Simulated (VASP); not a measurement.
## Hf: single point with PBEsol

Hf:

```
Hf
1.0
    -1.80500    1.80500    1.71475
     1.80500   -1.80500    1.71475
     1.80500    1.80500   -1.71475
Hf
1
Direct
  0.00000 0.00000 0.00000
```

This cell differs from its parent crystal: strain -0.0500 x Voigt [0, 0, 1, 0, 0, 0].

```
Program             : VASP 6.6.1
Task                : single point
Functional          : PBEsol
Potentials or basis : VASP PAW PBE potentials, release 64 (Hf_pv)
Cutoff              : 520 eV
k mesh              : 18 × 18 × 18
Occupations         : gaussian, width 0.15 eV
Spin                : no spin polarisation
```

```yaml
Pressure: -4.9 GPa
Band_gap_on_the_k_mesh: zero (bands 5 and 6 overlap by 2.07 eV)
```

Stress tensor (GPa, compression positive):
```
-3.98  0.00  0.00
 0.00 -3.98  0.00
 0.00  0.00 -6.76
```

Levels at points of the mesh, in eV from the Fermi level:
```tsv
k point	band 1	band 2	band 3	band 4	band 5	band 6	band 7	band 8	band 9	band 10
(0.00, 0.00, 0.00)	-29.79	-29.79	-29.78	-7.05	1.14	1.72	1.72	3.87	4.68	13.06
(0.50, 0.00, 0.00)	-30.61	-30.07	-29.81	-3.36	-0.70	1.20	4.22	5.43	7.62	10.23
(0.50, 0.50, 0.00)	-30.62	-30.03	-29.77	-3.45	-0.10	0.89	3.62	4.87	7.53	10.02
(0.50, 0.50, 0.50)	-30.39	-30.39	-30.31	-2.65	-2.51	6.73	6.73	6.84	6.84	6.91
```

Run time: 2.2 min on 1 thread of Intel Xeon 8259CL, on a shared host, peak memory 0.24 GiB.

Caveat: the cell differs from its parent crystal (strain -0.0500 x Voigt [0, 0, 1, 0, 0, 0]); the cell stands under tension; the PAW data sets were made with another functional, which shifts forces and pressure a little; spin-orbit coupling is left out, which moves the levels of the heavy elements.
